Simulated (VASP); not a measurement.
# LiF (Fm-3m) in VASP: a series of runs

The runs below take LiF through single point, with PBE.

All numbers are computed with VASP 6.6.1; they aren't measurements. Logs are shortened: lines on timing, memory, paths and dates and some standing lists are left out, and cuts for length are marked.

### Step 1. The cell of the first run

It takes space group Fm-3m (No. 225, cubic). The conventional cell has a = 4.180 Å, b = 4.180 Å, c = 4.180 Å, α = 90.00°, β = 90.00°, γ = 90.00°. Within 2.8 Å of Li (site symmetry m-3m) lie 6 F at 2.09 Å. Within 2.8 Å of F (site symmetry m-3m) lie 6 Li at 2.09 Å.

### Step 2. Single point, PBE

Input file INCAR:

```
PREC = Accurate
ENCUT = 520
EDIFF = 1E-6
ISMEAR = 0
SIGMA = 0.05
LREAL = F
LASPH = T
NELM = 100
ALGO = Normal
ISIF = 2
LWAVE = F
LCHARG = F
GGA = PE
NBANDS = 12
```

Input file KPOINTS:

```
regular mesh
0
Gamma
  8 8 8
```

Input file POSCAR:

```
LiF
1.0
    0.0000000000      2.0900000000      2.0900000000
    2.0900000000      0.0000000000      2.0900000000
    2.0900000000      2.0900000000      0.0000000000
Li F
1 1
Direct
    0.0000000000      0.0000000000      0.0000000000
    0.5000000000      0.5000000000      0.5000000000
```

Potentials or basis: VASP PAW PBE potentials, release 64 (Li_sv, F).

Run with:

```bash
$ cat potpaw_PBE.64/Li_sv/POTCAR potpaw_PBE.64/F/POTCAR > POTCAR
$ mpirun -np 1 vasp_std > vasp.out
```

OUTCAR:

```text
PREC = Accurate
   ENCUT = 520
   EDIFF = 1E-6
   ISMEAR = 0
   LREAL = F
   LASPH = T
   NELM = 100
   ISIF = 2
   GGA = PE

 ion  position               nearest neighbor table
   1  0.000  0.000  0.000-   2 2.09   2 2.09   2 2.09   2 2.09   2 2.09   2 2.09
   2  0.500  0.500  0.500-   1 2.09   1 2.09   1 2.09   1 2.09   1 2.09   1 2.09

  LATTYP: Found a face centered cubic cell.
 ALAT       =     4.1800000000

  Lattice vectors:

 A1 = (   0.0000000000,   2.0900000000,   2.0900000000)
 A2 = (   2.0900000000,   0.0000000000,   2.0900000000)
 A3 = (   2.0900000000,   2.0900000000,   0.0000000000)

Analysis of symmetry for initial positions (statically):
=====================================================================
 Subroutine PRICEL returns:
 Original cell was already a primitive cell.

 Routine SETGRP: Setting up the symmetry group for a
 face centered cubic supercell.

 Subroutine GETGRP returns: Found 48 space group operations
 (whereof 48 operations were pure point group operations)
 out of a pool of 48 trial point group operations.

The static configuration has the point symmetry O_h .

Analysis of symmetry for dynamics (positions and initial velocities):
=====================================================================
 Subroutine PRICEL returns:
 Original cell was already a primitive cell.

 Routine SETGRP: Setting up the symmetry group for a
 face centered cubic supercell.

 Subroutine GETGRP returns: Found 48 space group operations
 (whereof 48 operations were pure point group operations)
 out of a pool of 48 trial point group operations.

The dynamic configuration has the point symmetry O_h .

 Subroutine INISYM returns: Found 48 space group operations
 (whereof 48 operations are pure point group operations),
 and found     1 'primitive' translations

----------------------------------------------------------------------------------------

                                     Primitive cell

  volume of cell :      18.2587

  direct lattice vectors                    reciprocal lattice vectors
     0.000000000  2.090000000  2.090000000    -0.239234450  0.239234450  0.239234450
     2.090000000  0.000000000  2.090000000     0.239234450 -0.239234450  0.239234450
     2.090000000  2.090000000  0.000000000     0.239234450  0.239234450 -0.239234450

  length of vectors
     2.955706345  2.955706345  2.955706345     0.414366222  0.414366222  0.414366222

  position of ions in fractional coordinates (direct lattice)
     0.000000000  0.000000000  0.000000000
     0.500000000  0.500000000  0.500000000

  ion indices of the primitive-cell ions
   primitive index   ion index
                 1           1
                 2           2

----------------------------------------------------------------------------------------

 KPOINTS: regular mesh

Automatic generation of k-mesh.
 Grid dimensions read from file:
 generate k-points for:    8    8    8

 Generating k-lattice:

  Cartesian coordinates                     Fractional coordinates (reciprocal lattice)
    -0.029904306  0.029904306  0.029904306     0.125000000  0.000000000  0.000000000
     0.029904306 -0.029904306  0.029904306     0.000000000  0.125000000  0.000000000
     0.029904306  0.029904306 -0.029904306     0.000000000  0.000000000  0.125000000

  Length of vectors
     0.051795778  0.051795778  0.051795778

  Shift w.r.t. Gamma in fractional coordinates (k-lattice)
     0.000000000  0.000000000  0.000000000

 Subroutine IBZKPT returns following result:
 ===========================================

 Found     29 irreducible k-points:

 Following reciprocal coordinates:
            Coordinates               Weight
  0.000000  0.000000  0.000000      1.000000
  0.125000  0.000000  0.000000      8.000000
  0.250000  0.000000  0.000000      8.000000
  0.375000  0.000000  0.000000      8.000000
  0.500000  0.000000  0.000000      4.000000
  0.125000  0.125000  0.000000      6.000000
[... 16 lines left out ...]
  0.500000  0.250000  0.125000     48.000000
 -0.375000  0.250000  0.125000     24.000000
 [... further k-points ...]
   k-points           NKPTS =     29   k-points in BZ     NKDIM =     29   number of bands    NBANDS=     12
   number of dos      NEDOS =    301   number of ions     NIONS =      2
   total plane-waves  NPLWV =  13824
   dimension x,y,z NGX =    24 NGY =   24 NGZ =   24
   dimension x,y,z NGXF=    48 NGYF=   48 NGZF=   48
   ions per type =               1   1
   NGX,Y,Z   is equivalent  to a cutoff of  13.50, 13.50, 13.50 a.u.
   NGXF,Y,Z  is equivalent  to a cutoff of  27.00, 27.00, 27.00 a.u.
 SYSTEM =  unknown system
   PREC   = accura    normal or accurate (medium, high low for compatibility)
   ISTART =      0    job   : 0-new  1-cont  2-samecut
   ICHARG =      2    charge: 1-file 2-atom 10-const
   ISPIN  =      1    spin polarized calculation?
   LNONCOLLINEAR =      F non collinear calculations
   LSORBIT =      F    spin-orbit coupling
   LASPH  =      T    aspherical Exc in radial PAW
   ENCUT  =  520.0 eV  38.22 Ry    6.18 a.u.   5.50  5.50  5.50*2*pi/ulx,y,z
   NELM   =    100;   NELMIN=  2; NELMDL= -5     # of ELM steps
   EDIFF  = 0.1E-05   stopping-criterion for ELM
   LREAL  =      F    real-space projection
   EDIFFG = 0.1E-04   stopping-criterion for IOM
   NSW    =      0    number of steps for IOM
   IBRION =     -1    ionic relax: 0-MD 1-quasi-New 2-CG
   NFREE  =      0    steps in history (QN), initial steepest desc. (CG)
   ISIF   =      2    stress and relaxation
   ISYM   =      2    0-nonsym 1-usesym 2-fastsym
   POTIM  = 0.5000    time-step for ionic-motion
   TEBEG  =    0.0;   TEEND  =   0.0 temperature during run
   PSTRESS=    0.0 pullay stress
   NELECT =      10.0000    total number of electrons
   NUPDOWN=      -1.0000    fix difference up-down
   EMIN   =  10.00;   EMAX   =-10.00  energy-range for DOS
   EFERMI =   0.00;   METHOD = LEGACY
   ISMEAR =     0;   SIGMA  =   0.05  broadening in eV -4-tet -1-fermi 0-gaus
   EFERMI_NEDOS =   21; number of points for ismear=-14 and -15
   IALGO  =     38    algorithm
   IMIX   =      4    mixing-type and parameters
     AMIX     =   0.40;   BMIX     =  1.00
     AMIX_MAG =   1.60;   BMIX_MAG =  1.00
  volume/ion in A,a.u.               =       9.13        61.61
  Fermi-wavevector in a.u.,A,eV,Ry     =   1.339425  2.531147 24.409675  1.794061
  Thomas-Fermi vector in A             =   2.467818
   LORBIT       =      0    0 simple, 1 ext, 2 COOP (PROOUT), +10 PAW based schemes
   GGA     = PE    functional components
   LHFCALC =     F    Hartree Fock is set to
   AEXX    =    0.0000 exact exchange contribution
   IVDW    =     0    specifies the selected vdW correction
   LEPSILON=     F    determine dielectric tensor
   LRPA    =     F    only Hartree local field effects (RPA)
 non-spin polarized calculation
 Gauss-broadening in eV      SIGMA  =   0.05
  energy-cutoff  :      520.00
  volume of cell :       18.26
 maximum number of plane-waves:       531
 NGX is ok and might be reduce to    24
   NGX = 11   NGY = 11   NGZ = 11

 number of electron      10.0000014 magnetization

 Free energy of the ion-electron system (eV)
  ---------------------------------------------------
  ext. energy  EPLUGINS =         0.00000000
  ---------------------------------------------------
  free energy    TOTEN  =        -9.61898251 eV

  energy without entropy =       -9.61898251  energy(sigma->0) =       -9.61898251

 E-fermi :  -1.2552     XC(G=0):  -9.4531

 val. band max:       -1.6413867572   @ k =   0.0000   0.0000   0.0000
 cond. band min:       6.5242840905   @ k =   0.0000   0.0000   0.0000
 fundamental gap:      8.1656708477
 Fermi energy:        -1.2552199674

 k-point     1 :       0.0000    0.0000    0.0000
  band No.  band energies     occupation
      1     -42.8442      2.00000
      2     -21.3322      2.00000
      3      -1.6414      2.00000
      4      -1.6414      2.00000
      5      -1.6414      2.00000
      6       6.5243      0.00000
      7      20.8861      0.00000
      8      20.8861      0.00000
      9      20.8861      0.00000
     10      21.5959      0.00000
     11      21.5959      0.00000
     12      21.5959      0.00000

 k-point     2 :       0.1250    0.0000    0.0000
  band No.  band energies     occupation
      1     -42.8388      2.00000
      2     -21.2825      2.00000
      3      -2.0275      2.00000
      4      -1.6710      2.00000
      5      -1.6710      2.00000
      6       6.9634      0.00000
      7      17.9220      0.00000
      8      19.4895      0.00000
      9      19.4895      0.00000
     10      22.5731      0.00000
     11      22.7923      0.00000
     12      22.7923      0.00000

 k-point     3 :       0.2500    0.0000    0.0000
  band No.  band energies     occupation
      1     -42.8260      2.00000
      2     -21.1597      2.00000
      3      -2.8473      2.00000
      4      -1.7406      2.00000
      5      -1.7406      2.00000
      6       7.8462      0.00000
      7      15.3243      0.00000
      8      17.8715      0.00000
      9      17.8716      0.00000
     10      23.8089      0.00000
     11      24.5020      0.00000
     12      24.5020      0.00000
[... 286 lines left out ...]
 k-point    23 :       0.5000    0.2500    0.1250
  band No.  band energies     occupation
      1     -42.8070      2.00000
      2     -20.9389      2.00000
      3      -3.4821      2.00000
      4      -2.5801      2.00000
      5      -1.9915      2.00000
      6       9.8334      0.00000
      7      13.4441      0.00000
      8      16.3478      0.00000
      9      16.6748      0.00000
     10      22.7089      0.00000
     11      26.8295      0.00000
     12      29.5280      0.00000

 k-point    24 :      -0.3750    0.2500    0.1250
  band No.  band energies     occupation
      1     -42.8028      2.00000
      2     -20.8903      2.00000
      3      -3.6545      2.00000
      4      -2.6784      2.00000
      5      -2.0507      2.00000
      6      10.1561      0.00000
      7      13.1145      0.00000
      8      16.2683      0.00000
      9      16.3086      0.00000
     10      24.3918      0.00000
     11      25.4426      0.00000
     12      30.5245      0.00000

 [... further k-points ...]

------------------------ aborting loop because EDIFF is reached ----------------------------------------

  FORCE on cell =-STRESS in cart. coord.  units (eV):
  Direction    XX          YY          ZZ          XY          YZ          ZX
  --------------------------------------------------------------------------------------
  -------------------------------------------------------------------------------------
  Total       -0.5793481     -0.5793481     -0.5793481     -0.0000000     -0.0000000      0.0000000
  in kB      -50.8371647    -50.8371647    -50.8371647     -0.0000000     -0.0000000      0.0000000
  external PRESSURE =     -50.8371647 kB  Pullay stress =       0.0000000 kB

 VOLUME and BASIS-vectors are now :
 -----------------------------------------------------------------------------
  energy-cutoff  :      520.00
  volume of cell :       18.26
      direct lattice vectors                 reciprocal lattice vectors
     0.000000000  2.090000000  2.090000000    -0.239234450  0.239234450  0.239234450
     2.090000000  0.000000000  2.090000000     0.239234450 -0.239234450  0.239234450
     2.090000000  2.090000000  0.000000000     0.239234450  0.239234450 -0.239234450

 POSITION                                       TOTAL-FORCE (eV/Angst)
 -----------------------------------------------------------------------------------
      0.00000      0.00000      0.00000         0.000000      0.000000      0.000000
      2.09000      2.09000      2.09000        -0.000000     -0.000000     -0.000000
 -----------------------------------------------------------------------------------
    total drift:                               -0.000000     -0.000000      0.000000

  FREE ENERGIE OF THE ION-ELECTRON SYSTEM (eV)
  ---------------------------------------------------
  free  energy   TOTEN  =        -9.6189825098 eV

  energy  without entropy=       -9.6189825098  energy(sigma->0) =       -9.61898251
```

It took 9.5 s on 1 thread of Intel Xeon 8259CL, shared host; peak memory 0.13 GiB.

Results:

| Item | Value |
| --- | --- |
| Free energy | -9.6190 eV |
| Band gap on the k mesh | 8.17 eV, direct |

Caveat: the cutoff is under 1.25 times the usual one of these potentials, so pressure, stress and relaxed cells hold a basis-set (Pulay) error.

### Step 3. Single point, PBE

This run uses another cell than the first one, of 8.42 Å³/atom, 0.922 times its volume.

Input file INCAR:

```
SYSTEM = LiF
ALGO     = Normal         ! electronic algorithm
EDIFF    = 1E-6           ! SCF threshold, eV
ENCUT    = 520            ! plane-wave cutoff, eV
GGA      = PE             ! functional
ISIF     = 2              ! what is computed and relaxed
ISMEAR   = 0              ! smearing method
LASPH    = .True.         ! aspherical terms in the spheres
LCHARG   = .False.        ! write CHGCAR
LREAL    = .False.        ! projectors in reciprocal space
LWAVE    = .False.        ! write WAVECAR
NBANDS   = 12             ! bands
NELM     = 60             ! most SCF steps
PREC     = Accurate       ! precision mode
SIGMA    = 0.05           ! smearing width, eV
```

Input file KPOINTS:

```
k-points
0
Gamma
  8 8 8
  0 0 0
```

Input file POSCAR:

```
LiF
1.0
    0.0000000000      2.0340563237      2.0340563237
    2.0340563237      0.0000000000      2.0340563237
    2.0340563237      2.0340563237      0.0000000000
Li F
1 1
Direct
    0.0000000000      0.0000000000      0.0000000000
    0.5000000000      0.5000000000      0.5000000000
```

Potentials or basis: VASP PAW PBE potentials, release 64 (Li_sv, F).

Run with:

```bash
$ cat potpaw_PBE.64/Li_sv/POTCAR potpaw_PBE.64/F/POTCAR > POTCAR
$ mpirun -np 1 vasp_std > vasp.out
```

Run time: 7.1 s. Hardware: 1 thread of Intel Xeon 8259CL, shared host; peak memory 0.13 GiB.

The run converged. Its results:

* Free energy: -9.6410 eV
* Band gap on the k mesh: 8.83 eV, direct

Levels at points of the mesh, in eV from the valence-band top:
| k point | band 3 | band 4 | band 5 | band 6 | band 7 | band 8 |
| --- | --- | --- | --- | --- | --- | --- |
| (0.00, 0.00, 0.00) | 0.00 | 0.00 | 0.00 | 8.83 | 23.57 | 23.57 |
| (0.50, 0.00, 0.00) | -2.43 | -0.22 | -0.22 | 10.62 | 16.39 | 18.66 |
| (0.50, 0.50, 0.00) | -2.88 | -0.95 | -0.95 | 14.53 | 16.33 | 17.09 |

Caveat: the cutoff is under 1.25 times the usual one of these potentials, so pressure, stress and relaxed cells hold a basis-set (Pulay) error. PBE gaps usually lie below the measured ones, often by a third to a half.
